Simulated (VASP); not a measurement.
# BeIr (Fm-3m) in VASP: further runs, part 2 of 2

VASP 6.6.1. The steps go on from the part before.

## Step 5: Relaxation of cell and atoms, PBE

INCAR

```
  PREC = Accurate
  ENCUT = 600
  EDIFF = 1E-7
  ISMEAR = 0
  SIGMA = 0.1
  LREAL = False
  LASPH = True
  NELM = 100
  ALGO = Normal
  ISIF = 3
  LWAVE = False
  LCHARG = False
  GGA = PE
  IBRION = 2
  NSW = 90
  EDIFFG = -0.04
```

KPOINTS

```
regular mesh
0
Gamma
  8 8 8
```

POSCAR

```
BeIr
1.0
    0.0000000000      2.0921684100      2.0921684100
    2.0921684100      0.0000000000      2.0921684100
    2.0921684100      2.0921684100      0.0000000000
Be Ir
1 1
Direct
    0.5000000000      0.5000000000      0.5000000000
    0.0000000000      0.0000000000      0.0000000000
```

Potentials or basis: VASP PAW PBE potentials, release 64 (Be, Ir).

On the command line:

```console
$ cat potpaw_PBE.64/Be/POTCAR potpaw_PBE.64/Ir/POTCAR > POTCAR
$ mpirun -np 1 vasp_std > vasp.out
```

OUTCAR:

```text
PREC = Accurate
   ENCUT = 600
   EDIFF = 1E-7
   ISMEAR = 0
   LREAL = False
   LASPH = True
   NELM = 100
   ISIF = 3
   GGA = PE
   IBRION = 2
   NSW = 90
   EDIFFG = -0.04

 ion  position               nearest neighbor table
   1  0.500  0.500  0.500-   2 2.09   2 2.09   2 2.09   2 2.09   2 2.09   2 2.09
   2  0.000  0.000  0.000-   1 2.09   1 2.09   1 2.09   1 2.09   1 2.09   1 2.09

  LATTYP: Found a face centered cubic cell.
 ALAT       =     4.1843368200

  Lattice vectors:

 A1 = (   0.0000000000,   2.0921684100,   2.0921684100)
 A2 = (   2.0921684100,   0.0000000000,   2.0921684100)
 A3 = (   2.0921684100,   2.0921684100,   0.0000000000)

Analysis of symmetry for initial positions (statically):
=====================================================================
 Subroutine PRICEL returns:
 Original cell was already a primitive cell.

 Routine SETGRP: Setting up the symmetry group for a
 face centered cubic supercell.

 Subroutine GETGRP returns: Found 48 space group operations
 (whereof 48 operations were pure point group operations)
 out of a pool of 48 trial point group operations.

The static configuration has the point symmetry O_h .

Analysis of symmetry for dynamics (positions and initial velocities):
=====================================================================
 Subroutine PRICEL returns:
 Original cell was already a primitive cell.

 Routine SETGRP: Setting up the symmetry group for a
 face centered cubic supercell.

 Subroutine GETGRP returns: Found 48 space group operations
 (whereof 48 operations were pure point group operations)
 out of a pool of 48 trial point group operations.

The dynamic configuration has the point symmetry O_h .

 Subroutine INISYM returns: Found 48 space group operations
 (whereof 48 operations are pure point group operations),
 and found     1 'primitive' translations

----------------------------------------------------------------------------------------

                                     Primitive cell

  volume of cell :      18.3155

  direct lattice vectors                    reciprocal lattice vectors
     0.000000000  2.092168410  2.092168410    -0.238986497  0.238986497  0.238986497
     2.092168410  0.000000000  2.092168410     0.238986497 -0.238986497  0.238986497
     2.092168410  2.092168410  0.000000000     0.238986497  0.238986497 -0.238986497

  length of vectors
     2.958772940  2.958772940  2.958772940     0.413936756  0.413936756  0.413936756

  position of ions in fractional coordinates (direct lattice)
     0.500000000  0.500000000  0.500000000
     0.000000000  0.000000000  0.000000000

  ion indices of the primitive-cell ions
   primitive index   ion index
                 1           1
                 2           2

----------------------------------------------------------------------------------------

 KPOINTS: regular mesh

Automatic generation of k-mesh.
 Grid dimensions read from file:
 generate k-points for:    8    8    8

 Generating k-lattice:

  Cartesian coordinates                     Fractional coordinates (reciprocal lattice)
    -0.029873312  0.029873312  0.029873312     0.125000000  0.000000000  0.000000000
     0.029873312 -0.029873312  0.029873312     0.000000000  0.125000000  0.000000000
     0.029873312  0.029873312 -0.029873312     0.000000000  0.000000000  0.125000000

  Length of vectors
     0.051742094  0.051742094  0.051742094

  Shift w.r.t. Gamma in fractional coordinates (k-lattice)
     0.000000000  0.000000000  0.000000000

 Subroutine IBZKPT returns following result:
 ===========================================

 Found     29 irreducible k-points:

 Following reciprocal coordinates:
            Coordinates               Weight
  0.000000  0.000000  0.000000      1.000000
  0.125000  0.000000  0.000000      8.000000
  0.250000  0.000000  0.000000      8.000000
  0.375000  0.000000  0.000000      8.000000
  0.500000  0.000000  0.000000      4.000000
  0.125000  0.125000  0.000000      6.000000
[... 16 lines left out ...]
  0.500000  0.250000  0.125000     48.000000
 -0.375000  0.250000  0.125000     24.000000
 [... further k-points ...]
   k-points           NKPTS =     29   k-points in BZ     NKDIM =     29   number of bands    NBANDS=      9
   number of dos      NEDOS =    301   number of ions     NIONS =      2
   total plane-waves  NPLWV =  13824
   dimension x,y,z NGX =    24 NGY =   24 NGZ =   24
   dimension x,y,z NGXF=    48 NGYF=   48 NGZF=   48
   ions per type =               1   1
   NGX,Y,Z   is equivalent  to a cutoff of  13.48, 13.48, 13.48 a.u.
   NGXF,Y,Z  is equivalent  to a cutoff of  26.97, 26.97, 26.97 a.u.
 SYSTEM =  unknown system
   PREC   = accura    normal or accurate (medium, high low for compatibility)
   ISTART =      0    job   : 0-new  1-cont  2-samecut
   ICHARG =      2    charge: 1-file 2-atom 10-const
   ISPIN  =      1    spin polarized calculation?
   LNONCOLLINEAR =      F non collinear calculations
   LSORBIT =      F    spin-orbit coupling
   LASPH  =      T    aspherical Exc in radial PAW
   ENCUT  =  600.0 eV  44.10 Ry    6.64 a.u.   5.91  5.91  5.91*2*pi/ulx,y,z
   NELM   =    100;   NELMIN=  2; NELMDL= -5     # of ELM steps
   EDIFF  = 0.1E-06   stopping-criterion for ELM
   LREAL  =      F    real-space projection
   EDIFFG = -.4E-01   stopping-criterion for IOM
   NSW    =     90    number of steps for IOM
   IBRION =      2    ionic relax: 0-MD 1-quasi-New 2-CG
   NFREE  =      1    steps in history (QN), initial steepest desc. (CG)
   ISIF   =      3    stress and relaxation
   ISYM   =      2    0-nonsym 1-usesym 2-fastsym
   POTIM  = 0.5000    time-step for ionic-motion
   TEBEG  =    0.0;   TEEND  =   0.0 temperature during run
   PSTRESS=    0.0 pullay stress
   NELECT =      11.0000    total number of electrons
   NUPDOWN=      -1.0000    fix difference up-down
   EMIN   =  10.00;   EMAX   =-10.00  energy-range for DOS
   EFERMI =   0.00;   METHOD = LEGACY
   ISMEAR =     0;   SIGMA  =   0.10  broadening in eV -4-tet -1-fermi 0-gaus
   EFERMI_NEDOS =   21; number of points for ismear=-14 and -15
   IALGO  =     38    algorithm
   IMIX   =      4    mixing-type and parameters
     AMIX     =   0.40;   BMIX     =  1.00
     AMIX_MAG =   1.60;   BMIX_MAG =  1.00
  volume/ion in A,a.u.               =       9.16        61.80
  Fermi-wavevector in a.u.,A,eV,Ry     =   1.381229  2.610145 25.957115  1.907794
  Thomas-Fermi vector in A             =   2.506033
   LORBIT       =      0    0 simple, 1 ext, 2 COOP (PROOUT), +10 PAW based schemes
   GGA     = PE    functional components
   LHFCALC =     F    Hartree Fock is set to
   AEXX    =    0.0000 exact exchange contribution
   IVDW    =     0    specifies the selected vdW correction
   LEPSILON=     F    determine dielectric tensor
   LRPA    =     F    only Hartree local field effects (RPA)
 conjugate gradient relaxation of ions
 non-spin polarized calculation
 Gauss-broadening in eV      SIGMA  =   0.10
  energy-cutoff  :      600.00
  volume of cell :       18.32
 maximum number of plane-waves:       620
   NGX = 11   NGY = 11   NGZ = 11

--------------------------------------- Ionic step        1  -------------------------------------------

 number of electron      11.0000001 magnetization

 Free energy of the ion-electron system (eV)
  ---------------------------------------------------
  ext. energy  EPLUGINS =         0.00000000
  ---------------------------------------------------
  free energy    TOTEN  =       -11.08680957 eV

  energy without entropy =      -11.07299782  energy(sigma->0) =      -11.07990370

 E-fermi :  11.4990     XC(G=0): -13.6732

 val. band max:       11.4965034423   @ k =  -0.2500   0.5000   0.2500
 cond. band min:      11.5009992554   @ k =   0.5000   0.2500   0.1250
 fundamental gap:      0.0044958131
 Fermi energy:        11.4989839745

 k-point     1 :       0.0000    0.0000    0.0000
  band No.  band energies     occupation
      1      -0.8377      2.00000
      2       7.2053      2.00000
      3       7.2053      2.00000
      4       7.2053      2.00000
      5       8.6423      2.00000
      6       8.6423      2.00000
      7      17.6920      0.00000
      8      17.6920      0.00000
      9      17.6920      0.00000
[... 714 lines left out ...]
  energy  without entropy=      -12.3241300808  energy(sigma->0) =      -12.32998030

--------------------------------------- Ionic step        5  -------------------------------------------

 number of electron      11.0000001 magnetization

 Free energy of the ion-electron system (eV)
  ---------------------------------------------------
  ext. energy  EPLUGINS =         0.00000000
  ---------------------------------------------------
  free energy    TOTEN  =       -12.33695143 eV

  energy without entropy =      -12.32526431  energy(sigma->0) =      -12.33110787

 E-fermi :   7.5538     XC(G=0): -12.3023

 val. band max:        7.5526625499   @ k =   0.5000   0.5000   0.0000
 cond. band min:       7.5540051679   @ k =  -0.3750   0.5000   0.1250
 fundamental gap:      0.0013426180
 Fermi energy:         7.5537910924

 k-point     1 :       0.0000    0.0000    0.0000
  band No.  band energies     occupation
      1      -2.3547      2.00000
      2       4.7749      2.00000
      3       4.7749      2.00000
      4       4.7749      2.00000
      5       5.6327      2.00000
      6       5.6327      2.00000
      7      13.7378      0.00000
      8      13.7378      0.00000
      9      13.7378      0.00000
[... 305 lines left out ...]
  FREE ENERGIE OF THE ION-ELECTRON SYSTEM (eV)
  ---------------------------------------------------
  free  energy   TOTEN  =       -12.3369514310 eV

  energy  without entropy=      -12.3252643069  energy(sigma->0) =      -12.33110787

 reached required accuracy - stopping structural energy minimisation
```

OSZICAR:

```text
N       E                     dE             d eps       ncg     rms          rms(c)
DAV:   1     0.676061159766E+02    0.67606E+02   -0.56747E+03   530   0.123E+03
DAV:   2    -0.102378425120E+02   -0.77844E+02   -0.74949E+02   524   0.274E+02
DAV:   3    -0.122571714993E+02   -0.20193E+01   -0.19658E+01   625   0.522E+01
[... 49 lines left out ...]
DAV:   3    -0.123369605650E+02    0.30862E-04   -0.35241E-04   533   0.248E-01    0.459E-02
DAV:   4    -0.123369539243E+02    0.66408E-05   -0.13525E-04   565   0.908E-02    0.865E-03
DAV:   5    -0.123369509676E+02    0.29567E-05   -0.82361E-06   543   0.317E-02    0.128E-03
DAV:   6    -0.123369513823E+02   -0.41478E-06   -0.42108E-07   533   0.638E-03    0.870E-04
DAV:   7    -0.123369514310E+02   -0.48630E-07   -0.30954E-08   263   0.236E-03
   5 F= -.12336951E+02 E0= -.12331108E+02  d E =-.125014E+01
```

CONTCAR:

```text
BeIr
   1.00000000000000
     0.0000000000000000    2.2833739081861171    2.2833739081861171
     2.2833739081861171   -0.0000000000000000    2.2833739081861171
     2.2833739081861171    2.2833739081861171   -0.0000000000000000
  Be              Ir
     1     1
Direct
     0.5000000000000000    0.5000000000000000    0.5000000000000000
     0.0000000000000000    0.0000000000000000    0.0000000000000000

  0.00000000E+00  0.00000000E+00  0.00000000E+00
  0.00000000E+00  0.00000000E+00  0.00000000E+00
```

Wall time 24 s (1 thread of Intel Xeon Platinum 8488C (Sapphire Rapids), shared host); peak memory 0.15 GiB.

Results:

| Item | Value |
| --- | --- |
| Free energy | -12.3370 eV |
| Relaxed volume | 11.91 Å³/atom |
| Relaxed cell | a = 3.229 Å, b = 3.229 Å, c = 3.229 Å, α = 60.00°, β = 60.00°, γ = 60.00° |
| Space group after relaxing (to 0.1 Å) | Fm-3m (No. 225) |
| Energy gained by relaxing | 625.1 meV/atom |
| Ionic steps | 5 |
| Pressure after relaxing | 0.0 GPa |
| Band gap on the k mesh | zero (an odd number of electrons rules out a gap without spin polarisation) |

The path:
```csv
step,energy change (eV),largest force (eV/Å),pressure (GPa),volume (Å³)
1,0.0000,0.0000,92.50,18.32
2,0.5570,0.0000,-31.65,36.21
3,-1.2390,0.0000,-5.15,24.49
4,-1.2490,0.0000,-1.68,24.02
5,-1.2501,0.0000,0.03,23.81
```

Final structure:
```
CELL_PARAMETERS angstrom
0.00000 2.28337 2.28337
2.28337 0.00000 2.28337
2.28337 2.28337 0.00000
ATOMIC_POSITIONS crystal
Be 0.50000 0.50000 0.50000
Ir 0.00000 0.00000 0.00000
```

Caveat: the volume moved by over 15 % at a fixed basis, so the end points are rough; spin-orbit coupling is left out, which moves the levels of the heavy elements.

## Step 6: Single point, PBE, collinear spin

This run uses another cell than the first one, of 11.86 Å³/atom.

INCAR

```
ALGO = Normal
EDIFF = 1E-6
ENCUT = 520
GGA = PE
ISIF = 2
ISMEAR = 0
ISPIN = 2
LASPH = True
LCHARG = False
LMAXMIX = 4
LORBIT = 11
LREAL = False
LWAVE = False
MAGMOM = 0 0.34
NBANDS = 16
NELM = 150
PREC = Accurate
SIGMA = 0.1
```

KPOINTS

```
k-points
0
Gamma
  20 20 20
```

POSCAR

```
BeIr
1.0
    0.0000000000      2.2805620959      2.2805620959
    2.2805620959      0.0000000000      2.2805620959
    2.2805620959      2.2805620959      0.0000000000
Be Ir
1 1
Direct
    0.5000000000      0.5000000000      0.5000000000
    0.0000000000      0.0000000000      0.0000000000
```

Potentials or basis: VASP PAW PBE potentials, release 64 (Be, Ir).

On the command line:

```console
$ cat potpaw_PBE.64/Be/POTCAR potpaw_PBE.64/Ir/POTCAR > POTCAR
$ mpirun -np 1 vasp_std > vasp.out
```

Run time: 99 s. Hardware: 1 thread of Intel Xeon Platinum 8488C (Sapphire Rapids), shared host; peak memory 0.27 GiB.

It converged, with:

```yaml
Free_energy: -12.3522 eV
Pressure: 0.4 GPa
Net_moment: 0.00 μB per cell
Valence_electrons_inside_the_program's_atomic_spheres: Be 1.22; Ir 8.35
```

Levels at points of the mesh, in eV from the Fermi level:
Spin up:
```tsv
k point	band 2	band 3	band 4	band 5	band 6	band 7	band 8	band 9	band 10	band 11
(0.00, 0.00, 0.00)	-2.76	-2.76	-2.76	-1.90	-1.90	6.22	6.22	6.22	12.05	19.54
(0.50, 0.00, 0.00)	-4.02	-4.02	-3.19	-0.53	-0.53	1.39	10.38	11.88	11.88	12.01
(0.50, 0.50, 0.00)	-4.60	-2.53	-0.88	0.03	0.03	2.62	2.62	3.14	12.69	15.25
```
Spin down:
```
           k point  band 4  band 5  band 6  band 7  band 8  band 9
(0.00, 0.00, 0.00)   -2.76   -1.90   -1.90    6.22    6.22    6.22
(0.50, 0.00, 0.00)   -3.19   -0.53   -0.53    1.39   10.38   11.88
(0.50, 0.50, 0.00)   -0.88    0.03    0.03    2.62    2.62    3.14
```

Caveat: spin-orbit coupling is left out, which moves the levels of the heavy elements.

## Step 7: The runs side by side

```tsv
task	spin	cell	k mesh	cutoff (eV)	gap on the mesh (eV)	pressure (GPa)	moment (μB)
single point	off	a = 2.959 Å, angles 60.0°, 2 atoms	8 × 8 × 8	520	none	92.4	-
single point	off	a = 3.227 Å, angles 60.0°, 2 atoms	8 × 8 × 8	520	none	0.5	-
single point	collinear	a = 3.227 Å, angles 60.0°, 2 atoms	6 × 6 × 6	520	none	1.1	0.41
relaxation of cell and atoms	off	relaxed from a = 2.959 Å, angles 60.0°, 2 atoms	8 × 8 × 8	600	none	0.0	-
single point	collinear	a = 3.225 Å, angles 60.0°, 2 atoms	20 × 20 × 20	520	none	0.4	0.00
```

Alike in all rows: level PBE; potentials or basis VASP PAW PBE potentials, release 64 (Be, Ir); smearing gaussian 0.1 eV.

Caveats: some runs use coarse meshes; spin-orbit coupling is left out, which moves the levels of the heavy elements; the cell stands under pressure (at least some runs); the volume moved by over 15 % at a fixed basis, so the end points are rough (at least some runs).

Total energies depend on the potentials used, so only differences within one code and one set of settings carry meaning.
